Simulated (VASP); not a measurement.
# SnO (Pm-3m) in VASP: further runs

SnO is run at these levels: PBEsol, LDA, r2SCAN, PBE; tasks: relaxation of cell and atoms, single point.

All numbers are computed with VASP 6.6.1; they aren't measurements. Logs are shortened: lines on timing, memory, paths and dates and some standing lists are left out, and cuts for length are marked.

## (1) The cell of the first run

It takes space group Pm-3m (No. 221, cubic). Conventional cell: a = 3.131 Å, b = 3.131 Å, c = 3.131 Å, α = 90.00°, β = 90.00°, γ = 90.00°. Within 3.6 Å of Sn (site symmetry m-3m) lie 8 O at 2.71 Å and 6 Sn at 3.13 Å. Within 3.6 Å of O (site symmetry m-3m) lie 8 Sn at 2.71 Å and 6 O at 3.13 Å.

## (2) Relaxation of cell and atoms, PBEsol

The input, INCAR:

```
PREC     = Accurate       # precision mode
ENCUT    = 600            # plane-wave cutoff, eV
EDIFF    = 1E-6           # SCF threshold, eV
ISMEAR   = -1             # smearing method
SIGMA    = 0.02           # smearing width, eV
LREAL    = F              # projectors in reciprocal space
LASPH    = T              # aspherical terms in the spheres
NELM     = 60             # most SCF steps
ALGO     = Normal         # electronic algorithm
ISIF     = 3              # what is computed and relaxed
LWAVE    = F              # write WAVECAR
LCHARG   = F              # write CHGCAR
GGA      = PS             # functional
IBRION   = 2              # ionic algorithm
NSW      = 80             # ionic steps
EDIFFG   = -0.005         # ionic threshold
```

The input, KPOINTS:

```
regular mesh
0
Gamma
  8 8 8
```

The input, POSCAR:

```
SnO
1.0
    3.1313621989      0.0000000000      0.0000000000
    0.0000000000      3.1313621989      0.0000000000
    0.0000000000      0.0000000000      3.1313621989
Sn O
1 1
Direct
    0.0000000000      0.0000000000      0.0000000000
    0.5000000000      0.5000000000      0.5000000000
```

Potentials or basis: VASP PAW PBE potentials, release 64 (Sn_d, O).

Started as:

```bash
$ cat potpaw_PBE.64/Sn_d/POTCAR potpaw_PBE.64/O/POTCAR > POTCAR
$ mpirun -np 1 vasp_std > vasp.out
```

OUTCAR:

```text
PREC = Accurate
   ENCUT = 600
   EDIFF = 1E-6
   ISMEAR = -1
   LREAL = F
   LASPH = T
   NELM = 60
   ISIF = 3
   GGA = PS
   IBRION = 2
   NSW = 80
   EDIFFG = -0.005

 ion  position               nearest neighbor table
   1  0.000  0.000  0.000-   2 2.71   2 2.71   2 2.71   2 2.71   2 2.71   2 2.71   2 2.71   2 2.71

   2  0.500  0.500  0.500-   1 2.71   1 2.71   1 2.71   1 2.71   1 2.71   1 2.71   1 2.71   1 2.71

  LATTYP: Found a simple cubic cell.
 ALAT       =     3.1313621989

  Lattice vectors:

 A1 = (   3.1313621989,   0.0000000000,   0.0000000000)
 A2 = (   0.0000000000,   3.1313621989,   0.0000000000)
 A3 = (   0.0000000000,   0.0000000000,   3.1313621989)

Analysis of symmetry for initial positions (statically):
=====================================================================
 Subroutine PRICEL returns:
 Original cell was already a primitive cell.

 Routine SETGRP: Setting up the symmetry group for a
 simple cubic supercell.

 Subroutine GETGRP returns: Found 48 space group operations
 (whereof 48 operations were pure point group operations)
 out of a pool of 48 trial point group operations.

The static configuration has the point symmetry O_h .

Analysis of symmetry for dynamics (positions and initial velocities):
=====================================================================
 Subroutine PRICEL returns:
 Original cell was already a primitive cell.

 Routine SETGRP: Setting up the symmetry group for a
 simple cubic supercell.

 Subroutine GETGRP returns: Found 48 space group operations
 (whereof 48 operations were pure point group operations)
 out of a pool of 48 trial point group operations.

The dynamic configuration has the point symmetry O_h .

 Subroutine INISYM returns: Found 48 space group operations
 (whereof 48 operations are pure point group operations),
 and found     1 'primitive' translations

----------------------------------------------------------------------------------------

                                     Primitive cell

  volume of cell :      30.7044

  direct lattice vectors                    reciprocal lattice vectors
     3.131362199  0.000000000  0.000000000     0.319349835  0.000000000  0.000000000
     0.000000000  3.131362199  0.000000000     0.000000000  0.319349835  0.000000000
     0.000000000  0.000000000  3.131362199     0.000000000  0.000000000  0.319349835

  length of vectors
     3.131362199  3.131362199  3.131362199     0.319349835  0.319349835  0.319349835

  position of ions in fractional coordinates (direct lattice)
     0.000000000  0.000000000  0.000000000
     0.500000000  0.500000000  0.500000000

  ion indices of the primitive-cell ions
   primitive index   ion index
                 1           1
                 2           2

----------------------------------------------------------------------------------------

 KPOINTS: regular mesh

Automatic generation of k-mesh.
 Grid dimensions read from file:
 generate k-points for:    8    8    8

 Generating k-lattice:

  Cartesian coordinates                     Fractional coordinates (reciprocal lattice)
     0.039918729  0.000000000  0.000000000     0.125000000  0.000000000  0.000000000
     0.000000000  0.039918729  0.000000000     0.000000000  0.125000000  0.000000000
     0.000000000  0.000000000  0.039918729     0.000000000  0.000000000  0.125000000

  Length of vectors
     0.039918729  0.039918729  0.039918729

  Shift w.r.t. Gamma in fractional coordinates (k-lattice)
     0.000000000  0.000000000  0.000000000

 Subroutine IBZKPT returns following result:
 ===========================================

 Found     35 irreducible k-points:

 Following reciprocal coordinates:
            Coordinates               Weight
  0.000000  0.000000  0.000000      1.000000
  0.125000  0.000000  0.000000      6.000000
  0.250000  0.000000  0.000000      6.000000
  0.375000  0.000000  0.000000      6.000000
  0.500000  0.000000  0.000000      3.000000
  0.125000  0.125000  0.000000     12.000000
[... 16 lines left out ...]
[... 38 lines left out ...]
   LORBIT       =      0    0 simple, 1 ext, 2 COOP (PROOUT), +10 PAW based schemes
   GGA     = PS    functional components
   LHFCALC =     F    Hartree Fock is set to
   AEXX    =    0.0000 exact exchange contribution
   IVDW    =     0    specifies the selected vdW correction
   LEPSILON=     F    determine dielectric tensor
   LRPA    =     F    only Hartree local field effects (RPA)
 conjugate gradient relaxation of ions
 non-spin polarized calculation
  energy-cutoff  :      600.00
  volume of cell :       30.70
 maximum number of plane-waves:      1064
 NGX is ok and might be reduce to    28
   NGX = 13   NGY = 13   NGZ = 13

--------------------------------------- Ionic step        1  -------------------------------------------

 number of electron      19.9999998 magnetization

 Free energy of the ion-electron system (eV)
  ---------------------------------------------------
  ext. energy  EPLUGINS =         0.00000000
  ---------------------------------------------------
  free energy    TOTEN  =       -10.60693234 eV

  energy without entropy =      -10.60620316  energy(sigma->0) =      -10.60656775

------------------------ aborting loop because EDIFF is reached ----------------------------------------

  FORCE on cell =-STRESS in cart. coord.  units (eV):
  Direction    XX          YY          ZZ          XY          YZ          ZX
  --------------------------------------------------------------------------------------
  -------------------------------------------------------------------------------------
  Total       -0.9459887     -0.9459887     -0.9459887      0.0000000      0.0000000      0.0000000
  in kB      -49.3624406    -49.3624406    -49.3624406      0.0000000      0.0000000      0.0000000
  external PRESSURE =     -49.3624406 kB  Pullay stress =       0.0000000 kB
[... 57 lines left out ...]
  energy  without entropy=      -10.6246362402  energy(sigma->0) =      -10.62519278

--------------------------------------- Ionic step        3  -------------------------------------------

 number of electron      19.9999998 magnetization

 Free energy of the ion-electron system (eV)
  ---------------------------------------------------
  ext. energy  EPLUGINS =         0.00000000
  ---------------------------------------------------
  free energy    TOTEN  =       -10.63014799 eV

  energy without entropy =      -10.62890827  energy(sigma->0) =      -10.62952813

 E-fermi :   8.6708     XC(G=0): -11.7404

 val. band max:        8.4227638398   @ k =   0.5000   0.5000   0.5000
 cond. band min:       8.6798102502   @ k =   0.5000   0.1250   0.0000
 fundamental gap:      0.2570464104
 Fermi energy:         8.6707770375

 k-point     1 :       0.0000    0.0000    0.0000
  band No.  band energies     occupation
      1     -13.0801      2.00000
      2     -13.0801      2.00000
      3     -12.6739      2.00000
      4     -12.6739      2.00000
      5     -12.6739      2.00000
      6      -9.6670      2.00000
      7       1.0684      2.00000
      8       5.8832      2.00000
      9       5.8832      2.00000
     10       5.8832      2.00000
     11      16.5738      0.00000
     12      16.5738      0.00000
     13      16.8382      0.00000
     14      16.8382      0.00000
[... 375 lines left out ...]
 k-point    24 :       0.5000    0.3750    0.1250
  band No.  band energies     occupation
      1     -12.9712      2.00000
      2     -12.8834      2.00000
      3     -12.7859      2.00000
      4     -12.7671      2.00000
      5     -12.6250      2.00000
      6      -8.2720      2.00000
      7       1.7796      2.00000
      8       3.3214      2.00000
      9       5.5573      2.00000
     10       6.4478      2.00000
     11      11.2731      0.00000
     12      11.7545      0.00000
     13      16.5583      0.00000
     14      18.3561      0.00000

 [... further k-points ...]

------------------------ aborting loop because EDIFF is reached ----------------------------------------

  FORCE on cell =-STRESS in cart. coord.  units (eV):
  Direction    XX          YY          ZZ          XY          YZ          ZX
  --------------------------------------------------------------------------------------
  -------------------------------------------------------------------------------------
  Total        0.0001396      0.0001396      0.0001396     -0.0000000     -0.0000000      0.0000000
  in kB        0.0076440      0.0076440      0.0076440     -0.0000000     -0.0000000      0.0000000
  external PRESSURE =       0.0076440 kB  Pullay stress =       0.0000000 kB
[... 17 lines left out ...]
  FREE ENERGIE OF THE ION-ELECTRON SYSTEM (eV)
  ---------------------------------------------------
  free  energy   TOTEN  =       -10.6301479874 eV

  energy  without entropy=      -10.6289082719  energy(sigma->0) =      -10.62952813

 reached required accuracy - stopping structural energy minimisation
```

It took 67 s on 1 thread of Intel Xeon 8259CL, shared host; peak memory 0.18 GiB.

What came out:

| Item | Value |
| --- | --- |
| Free energy | -10.6301 eV |
| Relaxed volume | 14.63 Å³/atom |
| Relaxed cell | a = 3.081 Å, b = 3.081 Å, c = 3.081 Å, α = 90.00°, β = 90.00°, γ = 90.00° |
| Space group after relaxing (to 0.1 Å) | Pm-3m (No. 221) |
| Energy gained by relaxing | 11.6 meV/atom |
| Ionic steps | 3 |
| Pressure after relaxing | 0.0 GPa |
| Band gap on the k mesh | zero (bands 10 and 11 overlap by 0.26 eV) |

Step by step:
```
step  energy change (eV)  largest force (eV/Å)  pressure (GPa)  volume (Å³)
   1              0.0000                0.0000           -4.94        30.70
   2             -0.0188                0.0000            2.38        28.65
   3             -0.0232                0.0000            0.00        29.25
```

Final structure:
```
Sn O
1.0
     3.08113    0.00000    0.00000
     0.00000    3.08113    0.00000
     0.00000    0.00000    3.08113
Sn O
1 1
Direct
  0.00000 0.00000 0.00000
  0.50000 0.50000 0.50000
```

Levels at points of the mesh, in eV from the Fermi level:
| k point | band 8 | band 9 | band 10 | band 11 | band 12 | band 13 |
| --- | --- | --- | --- | --- | --- | --- |
| (0.00, 0.00, 0.00) | -2.79 | -2.79 | -2.79 | 7.90 | 7.90 | 8.17 |
| (0.50, 0.00, 0.00) | -1.99 | -1.99 | -1.23 | 0.43 | 7.20 | 7.20 |
| (0.50, 0.50, 0.00) | -5.89 | -4.89 | -1.86 | 3.43 | 3.43 | 8.58 |
| (0.50, 0.50, 0.50) | -3.63 | -3.63 | -1.19 | -0.25 | -0.25 | -0.25 |

Caveat: semilocal functionals underestimate gaps, so a narrow gap can read as zero; the PAW data sets were made with another functional, which shifts forces and pressure a little; spin-orbit coupling is left out, which moves the levels of the heavy elements.

## (3) Relaxation of cell and atoms, LDA

The input, INCAR:

```
SYSTEM = SnO
PREC = Accurate ; ENCUT = 600
EDIFF = 1E-6 ; ISMEAR = -1
SIGMA = 0.02 ; LREAL = .False.
LASPH = .True. ; NELM = 60
ALGO = Normal ; ISIF = 3
LWAVE = .False. ; LCHARG = .False.
GGA = CA ; IBRION = 2
NSW = 80 ; EDIFFG = -0.005
```

The input, KPOINTS:

```
Automatic mesh
0
Gamma
  8 8 8
  0 0 0
```

POSCAR is that of step 2.

Potentials or basis: VASP PAW LDA potentials, release 64 (Sn_d, O).

Started as:

```bash
$ cat potpaw_LDA.64/Sn_d/POTCAR potpaw_LDA.64/O/POTCAR > POTCAR
$ mpirun -np 1 vasp_std > vasp.out
```

Run time: 67 s. Hardware: 1 thread of Intel Xeon 8259CL, shared host; peak memory 0.16 GiB.

It converged, with:

| Quantity | Value |
| --- | --- |
| Free energy | -11.3556 eV |
| Relaxed volume | 14.22 Å³/atom |
| Relaxed cell | a = 3.052 Å, b = 3.052 Å, c = 3.052 Å, α = 90.00°, β = 90.00°, γ = 90.00° |
| Space group after relaxing (to 0.1 Å) | Pm-3m (No. 221) |
| Energy gained by relaxing | 30.3 meV/atom |
| Ionic steps | 3 |
| Pressure after relaxing | 0.0 GPa |
| Band gap on the k mesh | zero (bands 10 and 11 overlap by 0.35 eV) |

The path:
| step | energy change (eV) | largest force (eV/Å) | pressure (GPa) | volume (Å³) |
| --- | --- | --- | --- | --- |
| 1 | 0.0000 | 0.0000 | -8.02 | 30.70 |
| 2 | -0.0461 | 0.0000 | 4.82 | 27.42 |
| 3 | -0.0607 | 0.0000 | -0.02 | 28.43 |

Final structure:
```cif
data_structure
_symmetry_space_group_name_H-M 'P 1'
_symmetry_Int_Tables_number 1
_cell_length_a 3.0521
_cell_length_b 3.0521
_cell_length_c 3.0521
_cell_angle_alpha 90.000
_cell_angle_beta 90.000
_cell_angle_gamma 90.000
_cell_volume 28.43
loop_
_atom_site_label
_atom_site_type_symbol
_atom_site_fract_x
_atom_site_fract_y
_atom_site_fract_z
_atom_site_occupancy
Sn1 Sn 0.00000 0.00000 0.00000 1
O1 O 0.50000 0.50000 0.50000 1
```

Levels at points of the mesh, in eV from the Fermi level:
```
           k point  band 6  band 7  band 8  band 9  band 10  band 11  band 12  band 13  band 14
(0.00, 0.00, 0.00)  -18.40   -7.58   -2.94   -2.94    -2.94     7.99     7.99     8.29     8.29
(0.50, 0.00, 0.00)  -17.51   -9.50   -2.11   -2.11    -1.22     0.44     7.25     7.25    10.78
(0.50, 0.50, 0.00)  -16.74   -6.13   -6.13   -4.96    -1.98     3.45     3.45     8.76    10.35
(0.50, 0.50, 0.50)  -16.66   -3.78   -3.78   -3.78    -1.12    -0.35    -0.35    -0.35    12.65
```

Caveat: semilocal functionals underestimate gaps, so a narrow gap can read as zero; spin-orbit coupling is left out, which moves the levels of the heavy elements.

## (4) Relaxation of cell and atoms, r2SCAN

POSCAR is that of step 3.

The input, INCAR.step1:

```
ALGO = Normal
EDIFF = 1E-4
ENCUT = 600
GGA = PE
ISMEAR = -1
LASPH = True
LCHARG = False
LREAL = False
LWAVE = True
NELM = 60
PREC = Accurate
SIGMA = 0.02
```

The input, INCAR.step2:

```
ALGO = Normal
EDIFF = 1E-6
EDIFFG = -0.005
ENCUT = 600
IBRION = 2
ISIF = 3
ISMEAR = -1
ISTART = 1
LASPH = True
LCHARG = False
LMIXTAU = True
LREAL = False
LWAVE = False
METAGGA = R2SCAN
NELM = 60
NSW = 80
PREC = Accurate
SIGMA = 0.02
```

The input, KPOINTS:

```
k-points
0
Gamma
  8 8 8
```

Potentials or basis: VASP PAW PBE potentials, release 64 (Sn_d, O).

Started as:

```bash
$ cat potpaw_PBE.64/Sn_d/POTCAR potpaw_PBE.64/O/POTCAR > POTCAR
$ cp INCAR.step1 INCAR
$ mpirun -np 1 vasp_std > vasp.out
$ cp INCAR.step2 INCAR
$ mpirun -np 1 vasp_std > vasp.out
```

Wall time 4.9 min (1 thread of Intel Xeon 8259CL, shared host); peak memory 0.18 GiB.

It converged, with:

```yaml
Free_energy: -31.5887 eV
Relaxed_volume: 14.96 Å³/atom
Relaxed_cell: a = 3.105 Å, b = 3.105 Å, c = 3.105 Å, α = 90.00°, β = 90.00°, γ = 90.00°
Space_group_after_relaxing_to_0.1_Å: Pm-3m (No. 221)
Energy_gained_by_relaxing: 3.2 meV/atom
Ionic_steps: 3
Pressure_after_relaxing: 0.0 GPa
```

The path:
| step | energy change (eV) | largest force (eV/Å) | pressure (GPa) | volume (Å³) |
| --- | --- | --- | --- | --- |
| 1 | 0.0000 | 0.0000 | -2.60 | 30.70 |
| 2 | -0.0053 | 0.0000 | 1.12 | 29.61 |
| 3 | -0.0064 | 0.0000 | 0.02 | 29.92 |

Final structure:
```
Sn O
1.0
     3.10462    0.00000    0.00000
     0.00000    3.10462    0.00000
     0.00000    0.00000    3.10462
Sn O
1 1
Cartesian
  0.0000 0.0000 0.0000
  1.5523 1.5523 1.5523
```

Levels at points of the mesh, in eV from the Fermi level:
```tsv
k point	band 6	band 7	band 8	band 9	band 10	band 11	band 12	band 13	band 14
(0.00, 0.00, 0.00)	-19.32	-7.77	-2.87	-2.87	-2.87	8.49	8.49	8.49	8.49
(0.50, 0.00, 0.00)	-18.65	-9.30	-2.09	-2.09	-1.02	0.38	7.51	7.51	11.63
(0.50, 0.50, 0.00)	-18.03	-5.86	-5.86	-4.91	-1.96	3.60	3.60	9.24	10.38
(0.50, 0.50, 0.50)	-17.97	-3.67	-3.67	-3.67	-1.27	-0.01	-0.01	-0.01	13.24
```

Caveat: the PAW data sets were made with another functional, which shifts forces and pressure a little; spin-orbit coupling is left out, which moves the levels of the heavy elements.

## (5) Single point, PBE, non-collinear spin, zero start, spin-orbit coupling

This run uses another cell than the first one, of 14.94 Å³/atom.

The input, INCAR:

```
SYSTEM = SnO
ALGO = Normal
EDIFF = 1E-7
ENCUT = 520
GGA = PE
GGA_COMPAT = .False.
ISIF = 2
ISMEAR = -1
LASPH = .True.
LCHARG = .True.
LORBIT = 11
LORBMOM = .True.
LREAL = .False.
LSORBIT = .True.
LVHAR = .True.
LWAVE = .False.
MAGMOM = 0 0 0 0 0 0
NBANDS = 32
NELM = 150
PREC = Accurate
SIGMA = 0.02
```

The input, KPOINTS:

```
k-points
0
Gamma
  8 8 8
  0 0 0
```

The input, POSCAR:

```
SnO
1.0
    3.1034067827      0.0000000000      0.0000000000
    0.0000000000      3.1034067827      0.0000000000
    0.0000000000      0.0000000000      3.1034067827
Sn O
1 1
Direct
    0.0000000000      0.0000000000      0.0000000000
    0.5000000000      0.5000000000      0.5000000000
```

Started as:

```bash
$ cat potpaw_PBE.64/Sn_d/POTCAR potpaw_PBE.64/O/POTCAR > POTCAR
$ mpirun -np 1 vasp_ncl > vasp.out
```

Wall time 1.7 min (1 thread of Intel Xeon 8259CL, shared host); peak memory 0.22 GiB.

The run converged. Its results:

```yaml
Free_energy: -9.8615 eV
Pressure: 3.1 GPa
Net_moment: 0.00 μB per cell
Valence_electrons_inside_the_program's_atomic_spheres: Sn 12.03; O 4.87
```

Moments on the atoms (μB; x, y, z):
```
Sn  0.00 0.00 0.00
O   0.00 0.00 0.00
```

Caveat: the cell stands under pressure.

## (6) Overview

| task | level | potentials or basis | spin | cell | cutoff (eV) | gap on the mesh (eV) | pressure (GPa) | relaxed volume (Å³/atom) |
| --- | --- | --- | --- | --- | --- | --- | --- | --- |
| relaxation of cell and atoms | PBEsol | VASP PAW PBE potentials, release 64 (Sn_d, O) | off | relaxed from a = 3.131 Å, 2 atoms | 600 | none | 0.0 | 14.63 |
| relaxation of cell and atoms | LDA | VASP PAW LDA potentials, release 64 (Sn_d, O) | off | relaxed from a = 3.131 Å, 2 atoms | 600 | none | 0.0 | 14.22 |
| relaxation of cell and atoms | r2SCAN | VASP PAW PBE potentials, release 64 (Sn_d, O) | off | relaxed from a = 3.131 Å, 2 atoms | 600 | - | 0.0 | 14.96 |
| single point | PBE | VASP PAW PBE potentials, release 64 (Sn_d, O) | non-collinear, zero start, SOC | a = 3.103 Å, 2 atoms | 520 | - | 3.1 | - |

Alike in all rows: k mesh 8 × 8 × 8; smearing fermi-dirac 0.02 eV.

Caveats: spin-orbit coupling is left out, which moves the levels of the heavy elements (at least some runs); semilocal functionals underestimate gaps, so a narrow gap can read as zero (at least some runs); the PAW data sets were made with another functional, which shifts forces and pressure a little (at least some runs); the cell stands under pressure (at least some runs).

Total energies depend on the potentials used, so only differences within one code and one set of settings carry meaning.
